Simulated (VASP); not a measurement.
# Li16H (a cell with a defect) in VASP: notebook

Li16H (a cell with a defect) is run at these levels: PBEsol; tasks: relaxation of the atoms, single point.

Everything below comes from runs of VASP 6.6.1. Logs are shortened: lines on timing, memory, paths and dates and some standing lists are left out, and cuts for length are marked.

## (1) The cell of the first run

The cell holds a defect, 17 atoms: a = 6.980 Å, b = 6.980 Å, c = 6.980 Å, α = 90.00°, β = 90.00°, γ = 90.00°.

## (2) Relaxation of the atoms, PBEsol

File INCAR:

```
SYSTEM = Li16H
PREC = Accurate
ENCUT = 520
EDIFF = 1E-7
ISMEAR = 0
SIGMA = 0.15
LREAL = Auto
LASPH = .TRUE.
NELM = 100
ALGO = Normal
ISIF = 2
LWAVE = .FALSE.
LCHARG = .FALSE.
GGA = PS
IBRION = 2
NSW = 80
EDIFFG = -0.03
```

File KPOINTS:

```
regular mesh
0
G
  3 3 3
  0 0 0
```

File POSCAR:

```
Li16H
1.0
    6.9800000000      0.0000000000      0.0000000000
    0.0000000000      6.9800000000      0.0000000000
    0.0000000000      0.0000000000      6.9800000000
Li H
16 1
Direct
    0.0000000000      0.0000000000      0.0000000000
    0.5000000000      0.0000000000      0.0000000000
    0.0000000000      0.5000000000      0.0000000000
    0.0000000000      0.0000000000      0.5000000000
    0.2500000000      0.2500000000      0.2500000000
    0.5000000000      0.5000000000      0.0000000000
    0.5000000000      0.0000000000      0.5000000000
    0.7500000000      0.2500000000      0.2500000000
    0.0000000000      0.5000000000      0.5000000000
    0.2500000000      0.7500000000      0.2500000000
    0.2500000000      0.2500000000      0.7500000000
    0.5000000000      0.5000000000      0.5000000000
    0.7500000000      0.7500000000      0.2500000000
    0.7500000000      0.2500000000      0.7500000000
    0.2500000000      0.7500000000      0.7500000000
    0.7500000000      0.7500000000      0.7500000000
    0.2470746000      0.8650299000      0.0003458000
```

Potentials or basis: VASP PAW PBE potentials, release 64 (Li_sv, H).

The run is started by

```
> cat potpaw_PBE.64/Li_sv/POTCAR potpaw_PBE.64/H/POTCAR > POTCAR
> mpirun -np 1 vasp_std > vasp.out
```

OUTCAR:

```text
SYSTEM = Li16H
   PREC = Accurate
   ENCUT = 520
   EDIFF = 1E-7
   ISMEAR = 0
   LREAL = Auto
   LASPH = .TRUE.
   NELM = 100
   ISIF = 2
   GGA = PS
   IBRION = 2
   NSW = 80
   EDIFFG = -0.03

 ion  position               nearest neighbor table
   1  0.000  0.000  0.000-
   2  0.500  0.000  0.000-
   3  0.000  0.500  0.000-
   4  0.000  0.000  0.500-
   5  0.250  0.250  0.250-
   6  0.500  0.500  0.000-
[... 9 lines left out ...]
  16  0.750  0.750  0.750-
  17  0.247  0.865  0.000-

  LATTYP: Found a simple cubic cell.
 ALAT       =     6.9800000000

  Lattice vectors:

 A1 = (   6.9800000000,   0.0000000000,   0.0000000000)
 A2 = (   0.0000000000,   6.9800000000,   0.0000000000)
 A3 = (   0.0000000000,   0.0000000000,   6.9800000000)

Analysis of symmetry for initial positions (statically):
=====================================================================
 Subroutine PRICEL returns:
 Original cell was already a primitive cell.

 Routine SETGRP: Setting up the symmetry group for a
 simple cubic supercell.

 Subroutine GETGRP returns: Found  1 space group operations
 (whereof  1 operations were pure point group operations)
 out of a pool of 48 trial point group operations.

The static configuration has the point symmetry C_1 .

Analysis of symmetry for dynamics (positions and initial velocities):
=====================================================================
 Subroutine PRICEL returns:
 Original cell was already a primitive cell.

 Routine SETGRP: Setting up the symmetry group for a
 simple cubic supercell.

 Subroutine GETGRP returns: Found  1 space group operations
 (whereof  1 operations were pure point group operations)
 out of a pool of 48 trial point group operations.

The dynamic configuration has the point symmetry C_1 .

 Subroutine INISYM returns: Found  1 space group operations
 (whereof  1 operations are pure point group operations),
 and found     1 'primitive' translations

----------------------------------------------------------------------------------------

                                     Primitive cell

  volume of cell :     340.0684

  direct lattice vectors                    reciprocal lattice vectors
     6.980000000  0.000000000  0.000000000     0.143266476  0.000000000  0.000000000
     0.000000000  6.980000000  0.000000000     0.000000000  0.143266476  0.000000000
     0.000000000  0.000000000  6.980000000     0.000000000  0.000000000  0.143266476

  length of vectors
     6.980000000  6.980000000  6.980000000     0.143266476  0.143266476  0.143266476

  position of ions in fractional coordinates (direct lattice)
     0.000000000  0.000000000  0.000000000
     0.500000000  0.000000000  0.000000000
     0.000000000  0.500000000  0.000000000
     0.000000000  0.000000000  0.500000000
     0.250000000  0.250000000  0.250000000
     0.500000000  0.500000000  0.000000000
[... 9 lines left out ...]
     0.750000000  0.750000000  0.750000000
     0.247074600  0.865029900  0.000345800

  ion indices of the primitive-cell ions
   primitive index   ion index
                 1           1
                 2           2
                 3           3
                 4           4
                 5           5
                 6           6
[... 9 lines left out ...]
                16          16
                17          17

----------------------------------------------------------------------------------------

 KPOINTS: regular mesh

Automatic generation of k-mesh.
 Grid dimensions read from file:
 generate k-points for:    3    3    3

 Generating k-lattice:

  Cartesian coordinates                     Fractional coordinates (reciprocal lattice)
     0.047755492  0.000000000  0.000000000     0.333333333  0.000000000  0.000000000
     0.000000000  0.047755492  0.000000000     0.000000000  0.333333333  0.000000000
     0.000000000  0.000000000  0.047755492     0.000000000  0.000000000  0.333333333

  Length of vectors
     0.047755492  0.047755492  0.047755492

  Shift w.r.t. Gamma in fractional coordinates (k-lattice)
     0.000000000  0.000000000  0.000000000

 Subroutine IBZKPT returns following result:
 ===========================================

 Found     14 irreducible k-points:

 Following reciprocal coordinates:
            Coordinates               Weight
  0.000000  0.000000  0.000000      1.000000
  0.333333  0.000000  0.000000      2.000000
  0.000000  0.333333  0.000000      2.000000
  0.000000  0.000000  0.333333      2.000000
  0.333333  0.333333  0.000000      2.000000
  0.000000  0.333333  0.333333      2.000000
  0.333333  0.000000  0.333333      2.000000
 -0.333333  0.333333  0.000000      2.000000
 -0.333333  0.000000  0.333333      2.000000
  0.000000 -0.333333  0.333333      2.000000
  0.333333  0.333333  0.333333      2.000000
 -0.333333  0.333333  0.333333      2.000000
 -0.333333 -0.333333  0.333333      2.000000
  0.333333 -0.333333  0.333333      2.000000
[... 24 lines left out ...]
   ISIF   =      2    stress and relaxation
   ISYM   =      2    0-nonsym 1-usesym 2-fastsym
   POTIM  = 0.5000    time-step for ionic-motion
   TEBEG  =    0.0;   TEEND  =   0.0 temperature during run
   PSTRESS=    0.0 pullay stress
   NELECT =      49.0000    total number of electrons
   NUPDOWN=      -1.0000    fix difference up-down
   EMIN   =  10.00;   EMAX   =-10.00  energy-range for DOS
   EFERMI =   0.00;   METHOD = LEGACY
   ISMEAR =     0;   SIGMA  =   0.15  broadening in eV -4-tet -1-fermi 0-gaus
   EFERMI_NEDOS =   21; number of points for ismear=-14 and -15
   IALGO  =     38    algorithm
   IMIX   =      4    mixing-type and parameters
     AMIX     =   0.40;   BMIX     =  1.00
     AMIX_MAG =   1.60;   BMIX_MAG =  1.00
  volume/ion in A,a.u.               =      20.00       134.99
  Fermi-wavevector in a.u.,A,eV,Ry     =   0.858258  1.621873 10.022155  0.736608
  Thomas-Fermi vector in A             =   1.975436
   LORBIT       =      0    0 simple, 1 ext, 2 COOP (PROOUT), +10 PAW based schemes
   GGA     = PS    functional components
   LHFCALC =     F    Hartree Fock is set to
   AEXX    =    0.0000 exact exchange contribution
   IVDW    =     0    specifies the selected vdW correction
   LEPSILON=     F    determine dielectric tensor
   LRPA    =     F    only Hartree local field effects (RPA)
 conjugate gradient relaxation of ions
 non-spin polarized calculation
 Gauss-broadening in eV      SIGMA  =   0.15
  energy-cutoff  :      520.00
  volume of cell :      340.07
 maximum number of plane-waves:      9180
 NGX is ok and might be reduce to    54
   NGX = 25   NGY = 25   NGZ = 25

--------------------------------------- Ionic step        1  -------------------------------------------

 number of electron      48.9999918 magnetization

 Free energy of the ion-electron system (eV)
  ---------------------------------------------------
  ext. energy  EPLUGINS =         0.00000000
  ---------------------------------------------------
  free energy    TOTEN  =       -35.13363961 eV

  energy without entropy =      -35.01990930  energy(sigma->0) =      -35.07677445

------------------------ aborting loop because EDIFF is reached ----------------------------------------

  FORCE on cell =-STRESS in cart. coord.  units (eV):
  Direction    XX          YY          ZZ          XY          YZ          ZX
  --------------------------------------------------------------------------------------
  -------------------------------------------------------------------------------------
  Total       -2.0680289     -2.1199170     -1.8444066     -0.0287016     -0.0040999      0.0001662
  in kB       -9.7431842     -9.9876465     -8.6896242     -0.1352230     -0.0193160      0.0007832
  external PRESSURE =      -9.4734850 kB  Pullay stress =       0.0000000 kB

 VOLUME and BASIS-vectors are now :
 -----------------------------------------------------------------------------
  energy-cutoff  :      520.00
  volume of cell :      340.07
      direct lattice vectors                 reciprocal lattice vectors
     6.980000000  0.000000000  0.000000000     0.143266476  0.000000000  0.000000000
     0.000000000  6.980000000  0.000000000     0.000000000  0.143266476  0.000000000
     0.000000000  0.000000000  6.980000000     0.000000000  0.000000000  0.143266476
[... 273 lines left out ...]
      5.23391      5.22221      5.20701        -0.000326     -0.011740     -0.007121
      1.73823      6.05809      0.00036         0.004158      0.009237      0.001127
 -----------------------------------------------------------------------------------
    total drift:                                0.000410      0.003960      0.000290

  FREE ENERGIE OF THE ION-ELECTRON SYSTEM (eV)
  ---------------------------------------------------
  free  energy   TOTEN  =       -35.1804375511 eV

  energy  without entropy=      -35.0632984209  energy(sigma->0) =      -35.12186799

--------------------------------------- Ionic step        7  -------------------------------------------

 number of electron      48.9999978 magnetization

 Free energy of the ion-electron system (eV)
  ---------------------------------------------------
  ext. energy  EPLUGINS =         0.00000000
  ---------------------------------------------------
  free energy    TOTEN  =       -35.18273456 eV

  energy without entropy =      -35.06531666  energy(sigma->0) =      -35.12402561

 E-fermi :   0.5077     XC(G=0):  -6.9482

 val. band max:        0.2986139968   @ k =   0.0000   0.3333   0.0000
 cond. band min:       0.5102738876   @ k =   0.3333   0.0000   0.3333
 fundamental gap:      0.2116598908
 Fermi energy:         0.5076629219

 k-point     1 :       0.0000    0.0000    0.0000
  band No.  band energies     occupation
      1     -45.5470      2.00000
      2     -45.5442      2.00000
      3     -45.5272      2.00000
      4     -45.5262      2.00000
      5     -45.4391      2.00000
      6     -45.4353      2.00000
[... 519 lines left out ...]
      6.96509      3.46963      0.00004        -0.005956     -0.010572      0.000121
      6.95345      0.01792      3.49016         0.000619      0.008667      0.000159
      1.74495      1.77379      1.77051        -0.000406      0.018243      0.010911
      3.50665      3.46774      0.00003         0.003856     -0.010483      0.000081
[... 9 lines left out ...]
      5.23356      5.21768      5.20287        -0.000839     -0.009054     -0.000961
      1.74045      6.06296      0.00092        -0.000477     -0.004654     -0.001727
 -----------------------------------------------------------------------------------
    total drift:                                0.000041      0.004583     -0.000452

  FREE ENERGIE OF THE ION-ELECTRON SYSTEM (eV)
  ---------------------------------------------------
  free  energy   TOTEN  =       -35.1827345588 eV

  energy  without entropy=      -35.0653166578  energy(sigma->0) =      -35.12402561

 reached required accuracy - stopping structural energy minimisation
```

It took 18 min on 1 thread of Intel Xeon Platinum 8259CL at 2.50GHz (Skylake/Cascade Lake), shared host; peak memory 0.45 GiB.

Results:

| Item | Value |
| --- | --- |
| Free energy | -35.1827 eV |
| Energy gained by relaxing | 2.9 meV/atom |
| Ionic steps | 7 |
| Largest force after relaxing | 0.023 eV/Å |

Forces in eV/Å, atoms in the order of the input:
```
Li   0.000  0.003  0.000
Li   0.009  0.008  0.000
Li  -0.006 -0.011  0.000
Li   0.001  0.009  0.000
Li   0.000  0.018  0.011
Li   0.004 -0.010  0.000
Li  -0.002  0.009  0.000
Li  -0.001 -0.021 -0.008
Li  -0.003  0.013  0.000
Li   0.001 -0.003  0.001
Li   0.000  0.018 -0.011
Li   0.001  0.013  0.000
Li  -0.001 -0.009  0.001
Li  -0.001 -0.021  0.007
Li   0.001 -0.002  0.000
Li  -0.001 -0.009 -0.001
H    0.000 -0.005 -0.002
```

The path:
```
step  energy change (eV)  largest force (eV/Å)  pressure (GPa)
   1              0.0000                0.2520           -0.95
   2             -0.0096                0.2269           -0.93
   3             -0.0318                0.1457           -0.88
   4             -0.0438                0.0622           -0.78
   5             -0.0452                0.0425           -0.81
   6             -0.0468                0.0399           -0.81
   7             -0.0491                0.0226           -0.80
```

Final structure:
```
Li H
1.0
     6.98000    0.00000    0.00000
     0.00000    6.98000    0.00000
     0.00000    0.00000    6.98000
Li H
16 1
Direct
  0.01136 0.99130 0.00004
  0.48747 0.99078 0.00003
  0.99786 0.49708 0.00001
  0.99620 0.00257 0.50002
  0.24999 0.25412 0.25365
  0.50239 0.49681 0.00000
  0.50382 0.00256 0.50000
  0.74990 0.24898 0.24846
  0.00064 0.50072 0.50002
  0.24974 0.75621 0.24225
  0.24999 0.25415 0.74631
  0.49915 0.50092 0.50001
  0.74979 0.74752 0.25459
  0.74990 0.24896 0.75157
  0.24972 0.75620 0.75784
  0.74979 0.74752 0.74540
  0.24935 0.86862 0.00013
```

Caveat: the cutoff is under 1.25 times the usual one of these potentials, so pressure, stress and relaxed cells hold a basis-set (Pulay) error; the PAW data sets were made with another functional, which shifts forces and pressure a little.

## (3) Single point, PBEsol

File INCAR:

```
PREC = Accurate ; ENCUT = 520
EDIFF = 1E-6 ; ISMEAR = 0
SIGMA = 0.15 ; LREAL = Auto
LASPH = True ; NELM = 100
ALGO = Normal ; ISIF = 2
LWAVE = False ; LCHARG = True
GGA = PS ; LELF = True
LVHAR = True ; NBANDS = 38
```

File KPOINTS:

```
regular mesh
0
Gamma
  3 3 3
```

File POSCAR:

```
Li16H
1.0
    6.9800000000      0.0000000000      0.0000000000
    0.0000000000      6.9800000000      0.0000000000
    0.0000000000      0.0000000000      6.9800000000
Li H
16 1
Direct
    0.0014566665     -0.0249393904      0.0001782718
    0.5119842674      0.0099032621      0.0006756848
    0.0014526640      0.5247291929      0.0001581145
    0.0016339174     -0.0039479033      0.4997880833
    0.2426009729      0.2500375916      0.2448810192
    0.5120865505      0.4897168655      0.0006741892
    0.4912357506      0.0123244688      0.5005494985
    0.7627114989      0.2499290989      0.2520318200
    0.0016316014      0.5037444285      0.4997800093
    0.2518681194      0.7499674352      0.2386140874
    0.2425720805      0.2500304475      0.7565545781
    0.4911574472      0.4875145102      0.5005462300
    0.7330180435      0.7498993264      0.2648714804
    0.7622047735      0.2499259327      0.7490788715
    0.2513697750      0.7499553970      0.7635445911
    0.7334013989      0.7498965214      0.7375076564
    0.1387156224      0.7500244149      0.0006010543
```

Potentials or basis: VASP PAW PBE potentials, release 64 (Li_sv, H).

The run is started by

```
> cat potpaw_PBE.64/Li_sv/POTCAR potpaw_PBE.64/H/POTCAR > POTCAR
> mpirun -np 1 vasp_std > vasp.out
```

Run time: 4.1 min. Hardware: 1 thread of Intel Xeon Platinum 8259CL at 2.50GHz (Skylake/Cascade Lake), shared host; peak memory 0.41 GiB.

Results (log left out):

| Quantity | Value |
| --- | --- |
| Free energy | -35.1882 eV |
| Largest force | 0.020 eV/Å |

Forces in eV/Å, atoms in the order of the input:
```
Li  -0.001  0.001  0.007
Li  -0.004  0.002  0.002
Li   0.000  0.002  0.007
Li  -0.002  0.006  0.010
Li   0.002 -0.001 -0.002
Li  -0.004  0.000  0.001
Li   0.001 -0.001  0.003
Li  -0.010  0.000  0.001
Li  -0.002 -0.006  0.011
Li  -0.003  0.000 -0.006
Li   0.003 -0.001 -0.009
Li   0.002  0.003  0.004
Li   0.006 -0.001 -0.008
Li  -0.004 -0.001 -0.006
Li   0.008  0.000 -0.019
Li   0.004  0.000 -0.003
H    0.004 -0.002  0.008
```

Levels at points of the mesh, in eV from the Fermi level:
```
           k point  band 20  band 21  band 22  band 23  band 24  band 25  band 26  band 27  band 28  band 29
(0.00, 0.00, 0.00)    -1.12    -1.12    -1.10    -1.05    -0.31     0.26     0.27     0.27     0.27     0.29
```

Caveat: the cutoff is under 1.25 times the usual one of these potentials, so pressure, stress and relaxed cells hold a basis-set (Pulay) error; the PAW data sets were made with another functional, which shifts forces and pressure a little.

## (4) Relaxation of the atoms, PBEsol

File INCAR:

```
ALGO = Normal ; EDIFF = 1E-6
EDIFFG = -0.03 ; ENCUT = 520
GGA = PS ; IBRION = 2
ISIF = 2 ; ISMEAR = 0
LASPH = True ; LCHARG = False
LREAL = Auto ; LWAVE = False
NELM = 100 ; NSW = 80
PREC = Accurate ; SIGMA = 0.15
```

File KPOINTS:

```
k-points
0
Gamma
  3 3 3
```

File POSCAR:

```
Li16H
1.0
    6.9800000000      0.0000000000      0.0000000000
    0.0000000000      6.9800000000      0.0000000000
    0.0000000000      0.0000000000      6.9800000000
Li H
16 1
Direct
    0.0000000000      0.0000000000      0.0000000000
    0.5000000000      0.0000000000      0.0000000000
    0.0000000000      0.5000000000      0.0000000000
    0.0000000000      0.0000000000      0.5000000000
    0.2500000000      0.2500000000      0.2500000000
    0.5000000000      0.5000000000      0.0000000000
    0.5000000000      0.0000000000      0.5000000000
    0.7500000000      0.2500000000      0.2500000000
    0.0000000000      0.5000000000      0.5000000000
    0.2500000000      0.7500000000      0.2500000000
    0.2500000000      0.2500000000      0.7500000000
    0.5000000000      0.5000000000      0.5000000000
    0.7500000000      0.7500000000      0.2500000000
    0.7500000000      0.2500000000      0.7500000000
    0.2500000000      0.7500000000      0.7500000000
    0.7500000000      0.7500000000      0.7500000000
    0.1311011500      0.7487116000      0.0100352400
```

The run is started by

```
> cat potpaw_PBE.64/Li_sv/POTCAR potpaw_PBE.64/H/POTCAR > POTCAR
> mpirun -np 1 vasp_std > vasp.out
```

It took 15 min on 1 thread of Intel Xeon Platinum 8259CL at 2.50GHz (Skylake/Cascade Lake), shared host; peak memory 0.45 GiB.

The run converged. Its results:

* Free energy: -35.1821 eV
* Energy gained by relaxing: 3.1 meV/atom
* Ionic steps: 8
* Largest force after relaxing: 0.028 eV/Å

Forces on the atoms (eV/Å):
```
Li  -0.009  0.010 -0.003
Li   0.014  0.006  0.001
Li  -0.007 -0.007 -0.003
Li  -0.008 -0.003  0.000
Li   0.010  0.000  0.005
Li   0.013 -0.007  0.001
Li  -0.019 -0.005  0.000
Li   0.026  0.000 -0.010
Li  -0.008  0.002  0.000
Li   0.011  0.000  0.014
Li   0.010  0.000  0.002
Li  -0.019  0.004  0.000
Li  -0.022  0.000  0.016
Li   0.022  0.000  0.012
Li   0.003  0.000 -0.003
Li  -0.018  0.000 -0.008
H    0.001  0.000 -0.024
```

Step by step:
| step | energy change (eV) | largest force (eV/Å) | pressure (GPa) |
| --- | --- | --- | --- |
| 1 | 0.0000 | 0.2430 | -0.94 |
| 2 | -0.0107 | 0.2143 | -0.93 |
| 3 | -0.0351 | 0.1306 | -0.89 |
| 4 | -0.0455 | 0.1293 | -0.78 |
| 5 | -0.0483 | 0.0628 | -0.82 |
| 6 | -0.0483 | 0.0609 | -0.82 |
| 7 | -0.0503 | 0.0419 | -0.81 |
| 8 | -0.0525 | 0.0282 | -0.80 |

Final structure:
```xyz
17
Lattice="6.9800 0.0000 0.0000 0.0000 6.9800 0.0000 0.0000 0.0000 6.9800" Properties=species:S:1:pos:R:3 pbc="T T T"
Li    0.0603    6.9000    0.0066
Li    3.5117    0.0174    0.0013
Li    0.0585    3.5667    0.0061
Li    6.9632    0.0273    3.4940
Li    1.7621    1.7444    1.7757
Li    3.5113    3.4735    0.0012
Li    3.4857    6.9750    3.4934
Li    5.2381    1.7446    1.7396
Li    6.9631    3.4628    3.4939
Li    1.6994    5.2344    1.6918
Li    1.7618    1.7443    5.2038
Li    3.4863    3.4942    3.4935
Li    5.2120    5.2349    1.7653
Li    5.2421    1.7446    5.2463
Li    1.6948    5.2340    5.3078
Li    5.2068    5.2350    5.2100
H     0.8977    5.2329    0.0195
```

Levels at points of the mesh, in eV from the Fermi level:
```csv
k point,band 22,band 23,band 24,band 25,band 26,band 27
"(0.00, 0.00, 0.00)",-1.10,-1.04,-0.31,0.25,0.25,0.26
```

Caveat: the cutoff is under 1.25 times the usual one of these potentials, so pressure, stress and relaxed cells hold a basis-set (Pulay) error; the PAW data sets were made with another functional, which shifts forces and pressure a little.
